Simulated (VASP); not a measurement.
# Ga2O (P-6m2) in VASP: notebook

Ga2O is run at these levels: PBE; tasks: single point, relaxation of cell and atoms.

All numbers are computed with VASP 6.6.1; they aren't measurements. Logs are shortened: lines on timing, memory, paths and dates and some standing lists are left out, and cuts for length are marked.

### 1 The cell of the first run

The structure is hexagonal, space group P-6m2 (No. 187). The conventional cell has a = 4.525 Å, b = 4.525 Å, c = 2.769 Å, α = 90.00°, β = 90.00°, γ = 120.00°. Within 3.4 Å of Ga (site symmetry -6m2) lie 3 O at 2.61 Å and 8 Ga at 2.77 to 2.96 Å. Ga (site symmetry -6m2) has 8 Ga at 2.77 to 2.96 Å and 6 O at 2.96 Å within 3.6 Å. O (site symmetry -6m2) has 9 Ga at 2.61 to 2.96 Å and 2 O at 2.77 Å within 3.4 Å.

### 2 Single point, PBE

INCAR reads:

```
PREC = Accurate
ENCUT = 520
EDIFF = 1E-6
ISMEAR = 0
SIGMA = 0.1
LREAL = F
LASPH = T
NELM = 80
ALGO = Normal
ISIF = 2
LWAVE = F
LCHARG = F
GGA = PE
NBANDS = 23
```

KPOINTS reads:

```
regular mesh
0
Gamma
  6 6 6
```

POSCAR reads:

```
Ga2O
1.0
    4.5253734800      0.0000000000      0.0000000000
   -2.2626867400      3.9190883900      0.0000000000
    0.0000000000      0.0000000000      2.7685676800
Ga O
2 1
Direct
    0.0000000000      0.0000000000      0.5000000000
    0.3333333300      0.6666666700      0.0000000000
    0.6666666700      0.3333333300      0.5000000000
```

Potentials or basis: VASP PAW PBE potentials, release 64 (Ga_d, O).

Run with:

```sh
cat potpaw_PBE.64/Ga_d/POTCAR potpaw_PBE.64/O/POTCAR > POTCAR
mpirun -np 1 vasp_std > vasp.out
```

OUTCAR:

```text
PREC = Accurate
   ENCUT = 520
   EDIFF = 1E-6
   ISMEAR = 0
   LREAL = F
   LASPH = T
   NELM = 80
   ISIF = 2
   GGA = PE

 ion  position               nearest neighbor table
   1  0.000  0.000  0.500-
   2  0.333  0.667  0.000-
   3  0.667  0.333  0.500-

  LATTYP: Found a hexagonal cell.
 ALAT       =     4.5253734800
 C/A-ratio  =     0.6117876662

  Lattice vectors:

 A1 = (   4.5253734800,   0.0000000000,   0.0000000000)
 A2 = (  -2.2626867400,   3.9190883900,   0.0000000000)
 A3 = (   0.0000000000,   0.0000000000,   2.7685676800)

Analysis of symmetry for initial positions (statically):
=====================================================================
 Subroutine PRICEL returns:
 Original cell was already a primitive cell.

 Routine SETGRP: Setting up the symmetry group for a
 hexagonal supercell.

 Subroutine GETGRP returns: Found 12 space group operations
 (whereof 12 operations were pure point group operations)
 out of a pool of 24 trial point group operations.

The static configuration has the point symmetry D_3h.

Analysis of symmetry for dynamics (positions and initial velocities):
=====================================================================
 Subroutine PRICEL returns:
 Original cell was already a primitive cell.

 Routine SETGRP: Setting up the symmetry group for a
 hexagonal supercell.

 Subroutine GETGRP returns: Found 12 space group operations
 (whereof 12 operations were pure point group operations)
 out of a pool of 24 trial point group operations.

The dynamic configuration has the point symmetry D_3h.

 Subroutine INISYM returns: Found 12 space group operations
 (whereof 12 operations are pure point group operations),
 and found     1 'primitive' translations

----------------------------------------------------------------------------------------

                                     Primitive cell

  volume of cell :      49.1015

  direct lattice vectors                    reciprocal lattice vectors
     4.525373480  0.000000000  0.000000000     0.220976236  0.127580690  0.000000000
    -2.262686740  3.919088390  0.000000000     0.000000000  0.255161380  0.000000000
     0.000000000  0.000000000  2.768567680     0.000000000  0.000000000  0.361197599

  length of vectors
     4.525373480  4.525373475  2.768567680     0.255161379  0.255161380  0.361197599

  position of ions in fractional coordinates (direct lattice)
     0.000000000  0.000000000  0.500000000
     0.333333330  0.666666670  0.000000000
     0.666666670  0.333333330  0.500000000

  ion indices of the primitive-cell ions
   primitive index   ion index
                 1           1
                 2           2
                 3           3

----------------------------------------------------------------------------------------

 KPOINTS: regular mesh

Automatic generation of k-mesh.
 Grid dimensions read from file:
 generate k-points for:    6    6    6

 Generating k-lattice:

  Cartesian coordinates                     Fractional coordinates (reciprocal lattice)
     0.036829373  0.021263448  0.000000000     0.166666667  0.000000000  0.000000000
     0.000000000  0.042526897  0.000000000     0.000000000  0.166666667  0.000000000
     0.000000000  0.000000000  0.060199600     0.000000000  0.000000000  0.166666667

  Length of vectors
     0.042526897  0.042526897  0.060199600

  Shift w.r.t. Gamma in fractional coordinates (k-lattice)
     0.000000000  0.000000000  0.000000000

 Subroutine IBZKPT returns following result:
 ===========================================

 Found     28 irreducible k-points:

 Following reciprocal coordinates:
            Coordinates               Weight
  0.000000  0.000000  0.000000      1.000000
  0.166667  0.000000  0.000000      6.000000
  0.333333  0.000000  0.000000      6.000000
  0.500000  0.000000  0.000000      3.000000
  0.166667  0.166667  0.000000      6.000000
  0.333333  0.166667  0.000000     12.000000
[... 16 lines left out ...]
  0.166667  0.000000  0.500000      6.000000
  0.333333  0.000000  0.500000      6.000000
 [... further k-points ...]
   k-points           NKPTS =     28   k-points in BZ     NKDIM =     28   number of bands    NBANDS=     23
   number of dos      NEDOS =    301   number of ions     NIONS =      3
   total plane-waves  NPLWV =  31104
   dimension x,y,z NGX =    36 NGY =   36 NGZ =   24
   dimension x,y,z NGXF=    72 NGYF=   72 NGZF=   48
   ions per type =               2   1
   NGX,Y,Z   is equivalent  to a cutoff of  13.23, 13.23, 14.41 a.u.
   NGXF,Y,Z  is equivalent  to a cutoff of  26.45, 26.45, 28.82 a.u.
 SYSTEM =  unknown system
   PREC   = accura    normal or accurate (medium, high low for compatibility)
   ISTART =      0    job   : 0-new  1-cont  2-samecut
   ICHARG =      2    charge: 1-file 2-atom 10-const
   ISPIN  =      1    spin polarized calculation?
   LNONCOLLINEAR =      F non collinear calculations
   LSORBIT =      F    spin-orbit coupling
   LASPH  =      T    aspherical Exc in radial PAW
   ENCUT  =  520.0 eV  38.22 Ry    6.18 a.u.   8.41  8.41  5.15*2*pi/ulx,y,z
   NELM   =     80;   NELMIN=  2; NELMDL= -5     # of ELM steps
   EDIFF  = 0.1E-05   stopping-criterion for ELM
   LREAL  =      F    real-space projection
   EDIFFG = 0.1E-04   stopping-criterion for IOM
   NSW    =      0    number of steps for IOM
   IBRION =     -1    ionic relax: 0-MD 1-quasi-New 2-CG
   NFREE  =      0    steps in history (QN), initial steepest desc. (CG)
   ISIF   =      2    stress and relaxation
   ISYM   =      2    0-nonsym 1-usesym 2-fastsym
   POTIM  = 0.5000    time-step for ionic-motion
   TEBEG  =    0.0;   TEEND  =   0.0 temperature during run
   PSTRESS=    0.0 pullay stress
   NELECT =      32.0000    total number of electrons
   NUPDOWN=      -1.0000    fix difference up-down
   EMIN   =  10.00;   EMAX   =-10.00  energy-range for DOS
   EFERMI =   0.00;   METHOD = LEGACY
   ISMEAR =     0;   SIGMA  =   0.10  broadening in eV -4-tet -1-fermi 0-gaus
   EFERMI_NEDOS =   21; number of points for ismear=-14 and -15
   IALGO  =     38    algorithm
   IMIX   =      4    mixing-type and parameters
     AMIX     =   0.40;   BMIX     =  1.00
     AMIX_MAG =   1.60;   BMIX_MAG =  1.00
  volume/ion in A,a.u.               =      16.37       110.45
  Fermi-wavevector in a.u.,A,eV,Ry     =   1.419362  2.682206 27.410154  2.014589
  Thomas-Fermi vector in A             =   2.540391
   LORBIT       =      0    0 simple, 1 ext, 2 COOP (PROOUT), +10 PAW based schemes
   GGA     = PE    functional components
   LHFCALC =     F    Hartree Fock is set to
   AEXX    =    0.0000 exact exchange contribution
   IVDW    =     0    specifies the selected vdW correction
   LEPSILON=     F    determine dielectric tensor
   LRPA    =     F    only Hartree local field effects (RPA)
 non-spin polarized calculation
 Gauss-broadening in eV      SIGMA  =   0.10
  energy-cutoff  :      520.00
  volume of cell :       49.10
 maximum number of plane-waves:      1342
 NGX is ok and might be reduce to    36
   NGX = 17   NGY = 17   NGZ = 11

 number of electron      31.9999997 magnetization

 Free energy of the ion-electron system (eV)
  ---------------------------------------------------
  ext. energy  EPLUGINS =         0.00000000
  ---------------------------------------------------
  free energy    TOTEN  =       -10.61550878 eV

  energy without entropy =      -10.60306149  energy(sigma->0) =      -10.60928514

 E-fermi :   3.9316     XC(G=0): -10.7119

 val. band max:        3.9310087780   @ k =   0.3333   0.0000   0.5000
 cond. band min:       3.9445135856   @ k =   0.1667   0.1667   0.0000
 fundamental gap:      0.0135048076
 Fermi energy:         3.9315670887

 k-point     1 :       0.0000    0.0000    0.0000
  band No.  band energies     occupation
      1     -12.7332      2.00000
      2     -11.1559      2.00000
      3     -11.0072      2.00000
      4     -10.9427      2.00000
      5     -10.9427      2.00000
      6     -10.8908      2.00000
[... 15 lines left out ...]
     22      15.3889      0.00000
     23      18.5140      0.00000

 k-point     2 :       0.1667    0.0000    0.0000
  band No.  band energies     occupation
      1     -12.7051      2.00000
      2     -11.1506      2.00000
      3     -11.0166      2.00000
      4     -10.9639      2.00000
      5     -10.9556      2.00000
      6     -10.8665      2.00000
[... 15 lines left out ...]
     22      15.8286      0.00000
     23      18.1757      0.00000

 k-point     3 :       0.3333    0.0000    0.0000
  band No.  band energies     occupation
      1     -12.6516      2.00000
      2     -11.1363      2.00000
      3     -11.0388      2.00000
      4     -10.9869      2.00000
      5     -10.9525      2.00000
      6     -10.8717      2.00000
[... 15 lines left out ...]
     22      16.7029      0.00000
     23      16.8118      0.00000

 k-point     4 :       0.5000    0.0000    0.0000
  band No.  band energies     occupation
      1     -12.6263      2.00000
      2     -11.1250      2.00000
      3     -11.0533      2.00000
      4     -10.9951      2.00000
      5     -10.9430      2.00000
      6     -10.8742      2.00000
[... 15 lines left out ...]
     22      15.6807      0.00000
     23      16.0470      0.00000

 k-point     5 :       0.1667    0.1667    0.0000
  band No.  band energies     occupation
      1     -12.6650      2.00000
      2     -11.1408      2.00000
      3     -11.0332      2.00000
      4     -10.9743      2.00000
      5     -10.9585      2.00000
      6     -10.8716      2.00000
[... 434 lines left out ...]
 k-point    22 :       0.0000    0.0000    0.5000
  band No.  band energies     occupation
      1     -12.1317      2.00000
      2     -11.0752      2.00000
      3     -11.0752      2.00000
      4     -11.0538      2.00000
      5     -11.0538      2.00000
      6     -10.7907      2.00000
[... 15 lines left out ...]
     22       8.5732      0.00000
     23      12.7908      0.00000

 k-point    23 :       0.1667    0.0000    0.5000
  band No.  band energies     occupation
      1     -12.1286      2.00000
      2     -11.0664      2.00000
      3     -11.0448      2.00000
      4     -11.0419      2.00000
      5     -11.0380      2.00000
      6     -10.8187      2.00000
[... 15 lines left out ...]
     22      10.0616      0.00000
     23      13.6072      0.00000

 k-point    24 :       0.3333    0.0000    0.5000
  band No.  band energies     occupation
      1     -12.1192      2.00000
      2     -11.0471      2.00000
      3     -11.0245      2.00000
      4     -11.0084      2.00000
      5     -10.9853      2.00000
      6     -10.8708      2.00000
[... 15 lines left out ...]
     22      11.2855      0.00000
     23      15.5990      0.00000

 [... further k-points ...]

------------------------ aborting loop because EDIFF is reached ----------------------------------------

  FORCE on cell =-STRESS in cart. coord.  units (eV):
  Direction    XX          YY          ZZ          XY          YZ          ZX
  --------------------------------------------------------------------------------------
  -------------------------------------------------------------------------------------
  Total       -3.7820860     -3.7820860      0.7463164     -0.0000000      0.0000000      0.0000000
  in kB     -123.4091477   -123.4091473     24.3522424     -0.0000000      0.0000000      0.0000000
  external PRESSURE =     -74.1553509 kB  Pullay stress =       0.0000000 kB

 VOLUME and BASIS-vectors are now :
 -----------------------------------------------------------------------------
  energy-cutoff  :      520.00
  volume of cell :       49.10
      direct lattice vectors                 reciprocal lattice vectors
     4.525373480  0.000000000  0.000000000     0.220976236  0.127580690  0.000000000
    -2.262686740  3.919088390  0.000000000     0.000000000  0.255161380  0.000000000
     0.000000000  0.000000000  2.768567680     0.000000000  0.000000000  0.361197599

 POSITION                                       TOTAL-FORCE (eV/Angst)
 -----------------------------------------------------------------------------------
      0.00000      0.00000      1.38428         0.000000     -0.000000      0.000000
     -0.00000      2.61273      0.00000        -0.000000      0.000000      0.000000
      2.26269      1.30636      1.38428         0.000000     -0.000000      0.000000
 -----------------------------------------------------------------------------------
    total drift:                               -0.000017      0.000010      0.000000

  FREE ENERGIE OF THE ION-ELECTRON SYSTEM (eV)
  ---------------------------------------------------
  free  energy   TOTEN  =       -10.6155087787 eV

  energy  without entropy=      -10.6030614914  energy(sigma->0) =      -10.60928514
```

It took 20 s on 1 thread of Intel Xeon 6975P-C (Granite Rapids), shared host; peak memory 0.18 GiB.

What came out:

| Property | Result |
| --- | --- |
| Free energy | -10.6155 eV |
| Pressure | -7.4 GPa |
| Band gap on the k mesh | zero (band 16 reaches 3.97 eV, above the bottom of band 17 at 3.52 eV) |

Caveat: the k points lie up to 0.38 Å⁻¹ apart.

### 3 Single point, PBE

This run uses another cell than the first one, of 17.56 Å³/atom, 1.073 times its volume.

INCAR reads:

```
SYSTEM = Ga2O
ALGO = Normal
EDIFF = 1E-6
ENCUT = 520
GGA = PE
ISIF = 2
ISMEAR = 0
LASPH = .TRUE.
LCHARG = .FALSE.
LREAL = .FALSE.
LWAVE = .FALSE.
NBANDS = 23
NELM = 80
PREC = Accurate
SIGMA = 0.1
```

KPOINTS reads:

```
k-points
0
G
  6 6 6
  0 0 0
```

POSCAR reads:

```
Ga2O
1.0
    3.3740568254      0.0000000000      0.0000000000
   -1.6870284127      2.9220189246      0.0000000000
    0.0000000000      0.0000000000      5.3431153515
Ga O
2 1
Direct
    0.0000000000      0.0000000000      0.5000000000
    0.3333333333      0.6666666667      0.0000000000
    0.6666666667      0.3333333333      0.5000000000
```

Potentials or basis: VASP PAW PBE potentials, release 64 (Ga_d, O).

Run with:

```sh
cat potpaw_PBE.64/Ga_d/POTCAR potpaw_PBE.64/O/POTCAR > POTCAR
mpirun -np 1 vasp_std > vasp.out
```

Run time: 14 s. Hardware: 1 thread of Intel Xeon 6975P-C (Granite Rapids), shared host; peak memory 0.19 GiB.

The run converged. Its results:

```yaml
Free_energy: -12.3044 eV
Pressure: 0.3 GPa
Band_gap_on_the_k_mesh: zero (band 16 reaches 4.92 eV, above the bottom of band 17 at 4.44 eV)
```

Stress tensor (GPa, compression positive):
```
0.42 0.00 0.00
0.00 0.42 0.00
0.00 0.00 0.00
```

Levels at points of the mesh, in eV from the Fermi level:
```csv
k point,band 12,band 13,band 14,band 15,band 16,band 17,band 18,band 19,band 20,band 21
"(0.00, 0.00, 0.00)",-7.87,-6.30,-5.07,-5.07,-2.00,0.25,6.03,6.03,8.79,8.79
"(0.50, 0.00, 0.00)",-9.22,-6.19,-4.63,-4.13,-2.12,0.25,1.69,3.89,4.68,4.90
"(0.00, 0.00, 0.50)",-8.55,-5.07,-5.07,-4.35,-4.07,3.18,4.85,6.92,6.92,7.35
"(0.50, 0.00, 0.50)",-9.10,-6.17,-5.16,-4.41,-1.40,0.01,1.56,4.57,4.66,7.79
```

### 4 Relaxation of cell and atoms, PBE

INCAR reads:

```
SYSTEM = Ga2O
  PREC = Accurate
  ENCUT = 600
  EDIFF = 1E-6
  ISMEAR = 0
  SIGMA = 0.1
  LREAL = .False.
  LASPH = .True.
  NELM = 60
  ALGO = Normal
  ISIF = 3
  LWAVE = .False.
  LCHARG = .False.
  GGA = PE
  IBRION = 2
  NSW = 90
  EDIFFG = -0.04
```

KPOINTS reads:

```
regular mesh
0
Gamma
  6 6 6
  0 0 0
```

POSCAR reads:

```
Ga2O
1.0
    4.5253734800      0.0000000000      0.0000000000
   -2.2626867400      3.9190883900      0.0000000000
    0.0000000000      0.0000000000      2.7685676800
Ga O
2 1
Direct
    0.0000000000      0.0000000000      0.5000000000
    0.3333333300      0.6666666700      0.0000000000
    0.6666666700      0.3333333300      0.5000000000
```

Run with:

```sh
cat potpaw_PBE.64/Ga_d/POTCAR potpaw_PBE.64/O/POTCAR > POTCAR
mpirun -np 1 vasp_std > vasp.out
```

It took 2.1 min on 1 thread of Intel Xeon 6975P-C (Granite Rapids), shared host; peak memory 0.2 GiB.

The run converged. Its results:

- Free energy: -11.8287 eV
- Relaxed volume: 15.34 Å³/atom
- Relaxed cell: a = 3.667 Å, b = 3.667 Å, c = 3.952 Å, α = 90.00°, β = 90.00°, γ = 120.00°
- Space group after relaxing (to 0.05 Å): P-6m2 (No. 187)
- Energy gained by relaxing: 404.2 meV/atom
- Ionic steps: 14
- Pressure after relaxing: 0.1 GPa
- Band gap on the k mesh: zero (band 16 reaches 6.03 eV, above the bottom of band 17 at 5.06 eV)

Stress tensor (GPa, compression positive):
```
 0.11  0.00  0.00
 0.00  0.11  0.00
 0.00  0.00 -0.05
```

The path:
| step | energy change (eV) | largest force (eV/Å) | pressure (GPa) | volume (Å³) |
| --- | --- | --- | --- | --- |
| 1 | 0.0000 | 0.0000 | -7.52 | 49.10 |
| 2 | -0.4210 | 0.0000 | -2.96 | 43.76 |
| 3 | -0.5899 | 0.0000 | 8.34 | 38.75 |
| 4 | -0.5955 | 0.0000 | 5.79 | 39.57 |
| 5 | -0.8271 | 0.0000 | 6.87 | 40.18 |
| 6 | -1.0071 | 0.0000 | 10.40 | 40.58 |
| 7 | -0.3922 | 0.0000 | 22.93 | 38.64 |
| 8 | -0.9989 | 0.0000 | 12.93 | 40.46 |
| 9 | -1.1990 | 0.0000 | 2.91 | 44.64 |
| 10 | -1.2076 | 0.0000 | 0.46 | 45.71 |
| 11 | -1.2075 | 0.0000 | 0.95 | 45.60 |
| 12 | -1.2097 | 0.0000 | 0.90 | 45.60 |
| 13 | -1.2111 | 0.0000 | 0.90 | 45.58 |
| 14 | -1.2125 | 0.0000 | 0.06 | 46.01 |

Final structure:
```yaml
crystal:
  lattice:
    - [3.66670, 0.00000, 0.00000]
    - [-1.83335, 3.17546, 0.00000]
    - [0.00000, 0.00000, 3.95163]
  atoms:
    - { symbol: Ga, position: [0.00000, 0.00000, 0.50000] }
    - { symbol: Ga, position: [0.33333, 0.66667, 0.00000] }
    - { symbol: O, position: [0.66667, 0.33333, 0.50000] }
```

Levels at points of the mesh, in eV from the Fermi level:
```tsv
k point	band 14	band 15	band 16	band 17	band 18	band 19
(0.00, 0.00, 0.00)	-4.26	-4.26	0.66	2.18	3.03	3.03
(0.50, 0.00, 0.00)	-4.30	-3.50	-1.45	1.82	3.27	3.48
(0.00, 0.00, 0.50)	-4.19	-4.19	-1.55	5.30	5.30	5.49
(0.50, 0.00, 0.50)	-4.99	-4.68	-0.86	-0.32	1.71	3.22
```

Caveat: the k points lie up to 0.33 Å⁻¹ apart in the final cell.

### 5 Summary

```csv
task,cell,cutoff (eV),gap on the mesh (eV),pressure (GPa)
single point,"a = 4.525, b = 4.525, c = 2.769 Å, angles 90.0, 90.0, 120.0°, 3 atoms",520,none,-7.4
single point,"a = 3.374, b = 3.374, c = 5.343 Å, angles 90.0, 90.0, 120.0°, 3 atoms",520,none,0.3
relaxation of cell and atoms,"relaxed from a = 4.525, b = 4.525, c = 2.769 Å, angles 90.0, 90.0, 120.0°, 3 atoms",600,none,0.1
```

Alike in all rows: level PBE; potentials or basis VASP PAW PBE potentials, release 64 (Ga_d, O); no spin polarisation; k mesh 6 × 6 × 6; smearing gaussian 0.1 eV.

Caveats: some runs use coarse meshes.

Total energies depend on the potentials used, so only differences within one code and one set of settings carry meaning.
